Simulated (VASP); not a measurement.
Input of a VASP 6.6.1 run:

INCAR

```
SYSTEM = HgTe
  PREC = Accurate
  ENCUT = 520
  EDIFF = 1E-6
  ISMEAR = -1
  SIGMA = 0.03
  LREAL = .FALSE.
  LASPH = .TRUE.
  NELM = 100
  ALGO = Normal
  ISIF = 2
  LWAVE = .FALSE.
  LCHARG = .FALSE.
  GGA = PS
  NBANDS = 16
```

The input KPOINTS:

```
regular mesh
0
G
  6 6 6
  0 0 0
```

The input POSCAR:

```
HgTe
1.0
   -3.0456030000      3.0456030000      1.5594100000
    3.0456030000     -3.0456030000      1.5594100000
    3.0456030000      3.0456030000     -1.5594100000
Hg Te
1 1
Direct
    0.7500000000      0.2500000000      0.5000000000
    0.0000000000      0.0000000000      0.0000000000
```

Potentials or basis: VASP PAW PBE potentials, release 64 (Hg, Te).

The run is started by

```bash
$ cat potpaw_PBE.64/Hg/POTCAR potpaw_PBE.64/Te/POTCAR > POTCAR
$ mpirun -np 1 vasp_std > vasp.out
```

**Question.** Predict the band gap on the k mesh.

**Answer.** Zero (bands 9 and 10 overlap by 3.84 eV).

**Question.** Predict the pressure.

**Answer.** -3.2 GPa.

Stress tensor (GPa, compression positive):
```
-3.23  0.00  0.00
 0.00 -3.23  0.00
 0.00  0.00 -3.08
```

Caveat: the k points lie up to 0.38 Å⁻¹ apart, too coarse for converged energies and pressures of a metal; the PAW data sets were made with another functional, which shifts forces and pressure a little; spin-orbit coupling is left out, which moves the levels of the heavy elements.
